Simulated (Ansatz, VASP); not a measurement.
## PbS: VASP beside Ansatz

INCAR

```
SYSTEM = PbS
ALGO = Normal ; EDIFF = 1E-6
ENCUT = 500 ; GGA = RE
GGA_COMPAT = .False. ; ISIF = 2
ISMEAR = 0 ; LASPH = .True.
LCHARG = .True. ; LELF = .True.
LREAL = .False. ; LVHAR = .True.
LWAVE = .False. ; NBANDS = 17
NELM = 120 ; PREC = Accurate
SIGMA = 0.1
```

Contents of KPOINTS:

```
k-points
0
Gamma
  4 4 4
  0 0 0
```

POSCAR

```
PbS
1.0
    3.6536590000      0.0000000000      0.0000000000
    0.0000000000      3.6536590000      0.0000000000
    0.0000000000      0.0000000000      3.6536590000
Pb S
1 1
Direct
    0.0000000000      0.0000000000      0.0000000000
    0.5000000000      0.5000000000      0.5000000000
```

Input for Ansatz:

```yaml
crystal:
  lattice:
    - [3.653659, 0.0, 0.0]
    - [0.0, 3.653659, 0.0]
    - [0.0, 0.0, 3.653659]
  atoms:
    - { symbol: Pb, position: [0.0, 0.0, 0.0] }
    - { symbol: S, position: [0.5, 0.5, 0.5] }
basis:
  ecutwfc: 420
kpoints:
  mp_grid: { grid: [4, 4, 4] }
hamiltonian:
  xc: revpbe
scf:
  occupations: { method: gaussian, width: 0.1 }
  mixing: { algorithm: broyden, ndim: 4 }
  eigensolver: { mixed_precision: false }
  max_iter: 73
output:
  forces: true
  stress: true
  eigenvalues: true
```

Alike in both runs: task single point; functional revPBE; k mesh 4 × 4 × 4; occupations gaussian, width 0.1 eV; no spin polarisation.

|  | VASP | Ansatz |
| --- | --- | --- |
| version | VASP 6.6.1 | Ansatz 0.2.0 |
| potentials or method | VASP PAW PBE potentials, release 64 (Pb_d, S), cutoff 500 eV | scalar-relativistic, plane waves, PAW |
| valence electrons in the cell | 20 | 20 |

Ansatz gave:

```
gap on the k mesh at the Fermi level (eV) : none
pressure (GPa)                            : 0.9
```

**Question.** Which values does VASP return?

**Answer.** gap on the k mesh at the Fermi level (eV): none; pressure (GPa): 0.8.

VASP's potentials were made for PBE, not for revPBE. A gap of «none» marks a metal or a gap that the smearing closes. With one functional, cell and mesh, what is left measures potentials, basis and numerics.

The k mesh is coarse, so the values compare programs but aren't converged. Neither program's run includes spin-orbit coupling.
